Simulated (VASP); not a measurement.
# KTa6 in VASP: notebook

The runs below take KTa6 through single point, with PBEsol.

All numbers are computed with VASP 6.6.1; they aren't measurements. Logs are shortened: lines on timing, memory, paths and dates and some standing lists are left out, and cuts for length are marked.

### 1 The cell of the first run

The cell holds a slab with vacuum, 7 atoms: a = 4.639 Å, b = 4.639 Å, c = 19.944 Å, α = 90.00°, β = 90.00°, γ = 120.00°.

### 2 Single point, PBEsol

INCAR

```
PREC = Accurate
ENCUT = 520
EDIFF = 1E-6
ISMEAR = 0
SIGMA = 0.1
LREAL = F
LASPH = T
NELM = 100
ALGO = Normal
ISIF = 2
LWAVE = F
LCHARG = T
LDIPOL = T
IDIPOL = 3
DIPOL = 0.5 0.5 0.352
GGA = PS
LELF = T
LVHAR = T
LVACPOTAV = T
NBANDS = 46
```

KPOINTS

```
regular mesh
0
Gamma
  6 6 1
```

POSCAR

```
KTa6
1.0
    4.6392671641      0.0000000000      0.0000000000
   -2.3196335820      4.0177232190      0.0000000000
    0.0000000000      0.0000000000     19.9438808521
Ta K
6 1
Direct
    0.6666666667      0.3333333333      0.2005627706
    0.3333333333      0.6666666667      0.2480453269
    0.0000000000      0.0000000000      0.2955278831
    0.6666666667      0.3333333333      0.3400187729
    0.3333333333      0.6666666667      0.3814681516
    0.0000000000      0.0000000000      0.4233820346
    0.2222222222      0.8888888889      0.5755840485
```

Potentials or basis: VASP PAW PBE potentials, release 64 (Ta_pv, K_sv).

Launch:

```console
cat potpaw_PBE.64/Ta_pv/POTCAR potpaw_PBE.64/K_sv/POTCAR > POTCAR
mpirun -np 1 vasp_std > vasp.out
```

OUTCAR:

```text
PREC = Accurate
   ENCUT = 520
   EDIFF = 1E-6
   ISMEAR = 0
   LREAL = F
   LASPH = T
   NELM = 100
   ISIF = 2
   GGA = PS

 ion  position               nearest neighbor table
   1  0.667  0.333  0.201-   4 2.78   2 2.84   2 2.84   2 2.84   3 3.28   3 3.28   3 3.28
   2  0.333  0.667  0.248-   5 2.66   3 2.84   3 2.84   3 2.84   1 2.84   1 2.84   1 2.84   4 3.25
                             4 3.25   4 3.25
   3  0.000  0.000  0.296-   6 2.55   4 2.82   4 2.82   4 2.82   2 2.84   2 2.84   2 2.84   5 3.18
                             5 3.18   5 3.18   1 3.28   1 3.28   1 3.28
   4  0.667  0.333  0.340-   1 2.78   5 2.80   5 2.80   5 2.80   3 2.82   3 2.82   3 2.82   6 3.15
                             6 3.15   6 3.15   2 3.25   2 3.25   2 3.25
   5  0.333  0.667  0.381-   2 2.66   4 2.80   4 2.80   4 2.80   6 2.81   6 2.81   6 2.81   3 3.18
                             3 3.18   3 3.18
   6  0.000  0.000  0.423-   3 2.55   5 2.81   5 2.81   5 2.81   4 3.15   4 3.15   4 3.15   7 3.33

   7  0.222  0.889  0.576-   6 3.33

  LATTYP: Found a hexagonal cell.
 ALAT       =     4.6392671641
 C/A-ratio  =     4.2989291512

  Lattice vectors:

 A1 = (   4.6392671641,   0.0000000000,   0.0000000000)
 A2 = (  -2.3196335820,   4.0177232190,   0.0000000000)
 A3 = (   0.0000000000,   0.0000000000,  19.9438808521)

Analysis of symmetry for initial positions (statically):
=====================================================================
 Subroutine PRICEL returns:
 Original cell was already a primitive cell.

 Routine SETGRP: Setting up the symmetry group for a
 hexagonal supercell.

 Subroutine GETGRP returns: Found  1 space group operations
 (whereof  1 operations were pure point group operations)
 out of a pool of 24 trial point group operations.

The static configuration has the point symmetry C_1 .

Analysis of symmetry for dynamics (positions and initial velocities):
=====================================================================
 Subroutine PRICEL returns:
 Original cell was already a primitive cell.

 Routine SETGRP: Setting up the symmetry group for a
 hexagonal supercell.

 Subroutine GETGRP returns: Found  1 space group operations
 (whereof  1 operations were pure point group operations)
 out of a pool of 24 trial point group operations.

The dynamic configuration has the point symmetry C_1 .

 Subroutine INISYM returns: Found  1 space group operations
 (whereof  1 operations are pure point group operations),
 and found     1 'primitive' translations

----------------------------------------------------------------------------------------

                                     Primitive cell

  volume of cell :     371.7398

  direct lattice vectors                    reciprocal lattice vectors
     4.639267164  0.000000000  0.000000000     0.215551285  0.124448593  0.000000000
    -2.319633582  4.017723219  0.000000000     0.000000000  0.248897185  0.000000000
     0.000000000  0.000000000 19.943880852     0.000000000  0.000000000  0.050140693

  length of vectors
     4.639267164  4.639267164 19.943880852     0.248897185  0.248897185  0.050140693

  position of ions in fractional coordinates (direct lattice)
     0.666666667  0.333333333  0.200562771
     0.333333333  0.666666667  0.248045327
     0.000000000  0.000000000  0.295527883
     0.666666667  0.333333333  0.340018773
     0.333333333  0.666666667  0.381468152
     0.000000000  0.000000000  0.423382035
     0.222222222  0.888888889  0.575584048

  ion indices of the primitive-cell ions
   primitive index   ion index
                 1           1
                 2           2
                 3           3
                 4           4
                 5           5
                 6           6
                 7           7

----------------------------------------------------------------------------------------

 KPOINTS: regular mesh

Automatic generation of k-mesh.
 Grid dimensions read from file:
 generate k-points for:    6    6    1

 Generating k-lattice:

  Cartesian coordinates                     Fractional coordinates (reciprocal lattice)
     0.035925214  0.020741432  0.000000000     0.166666667  0.000000000  0.000000000
     0.000000000  0.041482864  0.000000000     0.000000000  0.166666667  0.000000000
     0.000000000  0.000000000  0.050140693     0.000000000  0.000000000  1.000000000

  Length of vectors
     0.041482864  0.041482864  0.050140693

  Shift w.r.t. Gamma in fractional coordinates (k-lattice)
     0.000000000  0.000000000  0.000000000

 Subroutine IBZKPT returns following result:
 ===========================================

 Found     20 irreducible k-points:

 Following reciprocal coordinates:
            Coordinates               Weight
  0.000000  0.000000  0.000000      1.000000
  0.166667  0.000000  0.000000      2.000000
  0.000000  0.166667  0.000000      2.000000
 -0.166667  0.166667  0.000000      2.000000
  0.333333 -0.000000  0.000000      2.000000
  0.000000  0.333333  0.000000      2.000000
[... 12 lines left out ...]
  0.500000 -0.166667  0.000000      2.000000
  0.333333  0.333333  0.000000      2.000000
   k-points           NKPTS =     20   k-points in BZ     NKDIM =     20   number of bands    NBANDS=     46
   number of dos      NEDOS =    301   number of ions     NIONS =      7
   total plane-waves  NPLWV = 194400
   dimension x,y,z NGX =    36 NGY =   36 NGZ =  150
   dimension x,y,z NGXF=    72 NGYF=   72 NGZF=  300
   ions per type =               6   1
   NGX,Y,Z   is equivalent  to a cutoff of  12.90, 12.90, 12.50 a.u.
   NGXF,Y,Z  is equivalent  to a cutoff of  25.80, 25.80, 25.01 a.u.
 SYSTEM =  unknown system
   PREC   = accura    normal or accurate (medium, high low for compatibility)
   ISTART =      0    job   : 0-new  1-cont  2-samecut
   ICHARG =      2    charge: 1-file 2-atom 10-const
   ISPIN  =      1    spin polarized calculation?
   LNONCOLLINEAR =      F non collinear calculations
   LSORBIT =      F    spin-orbit coupling
   LASPH  =      T    aspherical Exc in radial PAW
   ENCUT  =  520.0 eV  38.22 Ry    6.18 a.u.   8.63  8.63 37.08*2*pi/ulx,y,z
   NELM   =    100;   NELMIN=  2; NELMDL= -5     # of ELM steps
   EDIFF  = 0.1E-05   stopping-criterion for ELM
   LREAL  =      F    real-space projection
   EDIFFG = 0.1E-04   stopping-criterion for IOM
   NSW    =      0    number of steps for IOM
   IBRION =     -1    ionic relax: 0-MD 1-quasi-New 2-CG
   NFREE  =      0    steps in history (QN), initial steepest desc. (CG)
   ISIF   =      2    stress and relaxation
   ISYM   =      2    0-nonsym 1-usesym 2-fastsym
   POTIM  = 0.5000    time-step for ionic-motion
   TEBEG  =    0.0;   TEEND  =   0.0 temperature during run
   PSTRESS=    0.0 pullay stress
   NELECT =      75.0000    total number of electrons
   NUPDOWN=      -1.0000    fix difference up-down
   EMIN   =  10.00;   EMAX   =-10.00  energy-range for DOS
   EFERMI =   0.00;   METHOD = LEGACY
   ISMEAR =     0;   SIGMA  =   0.10  broadening in eV -4-tet -1-fermi 0-gaus
   EFERMI_NEDOS =   21; number of points for ismear=-14 and -15
   IALGO  =     38    algorithm
   IMIX   =      4    mixing-type and parameters
     AMIX     =   0.40;   BMIX     =  1.00
     AMIX_MAG =   1.60;   BMIX_MAG =  1.00
  volume/ion in A,a.u.               =      53.11       358.37
  Fermi-wavevector in a.u.,A,eV,Ry     =   0.960172  1.814461 12.543615  0.921930
  Thomas-Fermi vector in A             =   2.089432
   LORBIT       =      0    0 simple, 1 ext, 2 COOP (PROOUT), +10 PAW based schemes
   GGA     = PS    functional components
   LHFCALC =     F    Hartree Fock is set to
   AEXX    =    0.0000 exact exchange contribution
   IVDW    =     0    specifies the selected vdW correction
   LEPSILON=     F    determine dielectric tensor
   LRPA    =     F    only Hartree local field effects (RPA)
 non-spin polarized calculation
 Gauss-broadening in eV      SIGMA  =   0.10
  energy-cutoff  :      520.00
  volume of cell :      371.74
 maximum number of plane-waves:     10037
 NGX is ok and might be reduce to    36
   NGX = 17   NGY = 17   NGZ = 75

 dipolmoment           0.000000      0.000000      0.137115 electrons x Angstroem

 number of electron      75.0000006 magnetization

 dipolmoment           0.000000      0.000000     -0.133721 electrons x Angstroem

 Free energy of the ion-electron system (eV)
  ---------------------------------------------------
  ext. energy  EPLUGINS =         0.00000000
  ---------------------------------------------------
  free energy    TOTEN  =       -69.53692614 eV

  energy without entropy =      -69.49896852  energy(sigma->0) =      -69.51794733

 E-fermi :   0.0936     XC(G=0):  -5.7826

 val. band max:        0.0772133008   @ k =   0.5000   0.5000   0.0000
 cond. band min:       0.1006834123   @ k =  -0.3333   0.1667   0.0000
 fundamental gap:      0.0234701115
 Fermi energy:         0.0936063055

 k-point     1 :       0.0000    0.0000    0.0000
  band No.  band energies     occupation
      1     -34.6328      2.00000
      2     -34.4427      2.00000
      3     -34.3123      2.00000
      4     -34.3102      2.00000
      5     -34.1317      2.00000
      6     -34.1290      2.00000
[... 38 lines left out ...]
     45       2.4385      0.00000
     46       2.4498      0.00000

 k-point     2 :       0.1667    0.0000    0.0000
  band No.  band energies     occupation
      1     -34.6415      2.00000
      2     -34.4616      2.00000
      3     -34.3528      2.00000
      4     -34.3238      2.00000
      5     -34.2090      2.00000
      6     -34.1747      2.00000
[... 38 lines left out ...]
     45       2.1392      0.00000
     46       2.3274      0.00000

 k-point     3 :       0.0000    0.1667    0.0000
  band No.  band energies     occupation
      1     -34.6415      2.00000
      2     -34.4616      2.00000
      3     -34.3527      2.00000
      4     -34.3240      2.00000
      5     -34.2093      2.00000
      6     -34.1742      2.00000
[... 822 lines left out ...]
     45       1.7188      0.00000
     46       1.9227      0.00000

 k-point    20 :       0.3333    0.3333    0.0000
  band No.  band energies     occupation
      1     -34.6735      2.00000
      2     -34.5613      2.00000
      3     -34.3614      2.00000
      4     -34.2884      2.00000
      5     -34.2785      2.00000
      6     -34.1648      2.00000
[... 38 lines left out ...]
     45       1.5559      0.00000
     46       1.8490      0.00000

------------------------ aborting loop because EDIFF is reached ----------------------------------------

  FORCE on cell =-STRESS in cart. coord.  units (eV):
  Direction    XX          YY          ZZ          XY          YZ          ZX
  --------------------------------------------------------------------------------------
  -------------------------------------------------------------------------------------
  Total       -4.7784051     -5.1482747     -3.5208754     -0.0951340     -0.2227629      0.7899624
  in kB      -20.5946532    -22.1887699    -15.1747717     -0.4100220     -0.9600955      3.4046929
  external PRESSURE =     -19.3193983 kB  Pullay stress =       0.0000000 kB

 VOLUME and BASIS-vectors are now :
 -----------------------------------------------------------------------------
  energy-cutoff  :      520.00
  volume of cell :      371.74
      direct lattice vectors                 reciprocal lattice vectors
     4.639267164  0.000000000  0.000000000     0.215551285  0.124448593  0.000000000
    -2.319633582  4.017723219  0.000000000     0.000000000  0.248897185  0.000000000
     0.000000000  0.000000000 19.943880852     0.000000000  0.000000000  0.050140693

 POSITION                                       TOTAL-FORCE (eV/Angst)
 -----------------------------------------------------------------------------------
      2.31963      1.33924      4.00000         0.016658     -0.008828      1.797086
     -0.00000      2.67848      4.94699        -0.003565      0.002815     -0.032070
      0.00000      0.00000      5.89397        -0.022662      0.011349     -1.827525
      2.31963      1.33924      6.78129         0.033017     -0.023158      0.061111
     -0.00000      2.67848      7.60796         0.005992      0.000037      0.234637
      0.00000      0.00000      8.44388        -0.310632      0.104010     -0.238983
     -1.03095      3.57131     11.47938         0.281192     -0.086226      0.005745
 -----------------------------------------------------------------------------------
    total drift:                                0.000042     -0.000002      0.000438

  FREE ENERGIE OF THE ION-ELECTRON SYSTEM (eV)
  ---------------------------------------------------
  free  energy   TOTEN  =       -69.5369261399 eV

  energy  without entropy=      -69.4989685189  energy(sigma->0) =      -69.51794733
```

It took 11 min on 1 thread of Intel Xeon 6975P-C (Granite Rapids), shared host; peak memory 0.61 GiB.

Results:

| Quantity | Value |
| --- | --- |
| Free energy | -69.5369 eV |
| Largest force | 1.828 eV/Å |
| Band gap on the k mesh | zero (an odd number of electrons rules out a gap without spin polarisation) |

Forces in eV/Å, atoms in the order of the input:
```
Ta   0.017 -0.009  1.797
Ta  -0.004  0.003 -0.032
Ta  -0.023  0.011 -1.828
Ta   0.033 -0.023  0.061
Ta   0.006  0.000  0.235
Ta  -0.311  0.104 -0.239
K    0.281 -0.086  0.006
```

Caveat: the PAW data sets were made with another functional, which shifts forces and pressure a little; spin-orbit coupling is left out, which moves the levels of the heavy elements.

(Continued in part 2 of 2.)

The gap in the log of VASP goes by the Fermi energy; the results here count the filled bands.